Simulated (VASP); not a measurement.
Runs of VASP 6.6.1 on Sr3CuH2. The structure is that of space group P6/mmm (No. 191), or close to it. The cells are those of the table. The cell was generated, and may not be a known phase.

```csv
task,cell,k mesh,cutoff (eV),gap on the mesh (eV),pressure (GPa),relaxed volume (Å³/atom)
relaxation of cell and atoms,"relaxed from a = 6.938, b = 6.938, c = 3.383 Å, angles 90.0, 90.0, 120.0°, 6 atoms",6 × 6 × 12,600,none,0.0,24.09
single point,"a = 6.083, b = 6.083, c = 3.504 Å, angles 90.0, 90.0, 120.0°, 6 atoms",3 × 3 × 6,520,none,(b),-
single point,"a = 6.971, b = 6.971, c = 3.413 Å, angles 90.0, 90.0, 120.0°, 6 atoms",6 × 6 × 12,520,none,0.1,-
single point,"a = 6.938, b = 6.938, c = 3.383 Å, angles 90.0, 90.0, 120.0°, 6 atoms",3 × 3 × 6,520,none,(a),-
relaxation of cell and atoms,"relaxed from a = 6.083, b = 6.083, c = 3.504 Å, angles 90.0, 90.0, 120.0°, 6 atoms",3 × 3 × 6,600,none,0.0,23.65
```

Alike in all rows: level PBE; potentials or basis VASP PAW PBE potentials, release 64 (Sr_sv, Cu, H); no spin polarisation; smearing gaussian 0.1 eV.

Task: Estimate the missing entries.

Result: (a) 0.2; (b) 8.0.

Caveats: some runs use coarse meshes; the volume moved by over 15 % at a fixed basis, so the end points are rough (at least some runs).

A k mesh can miss the band edges, and the runs leave out spin-orbit coupling on Sr.

A gap of «none» marks levels without a gap at the run's occupations.
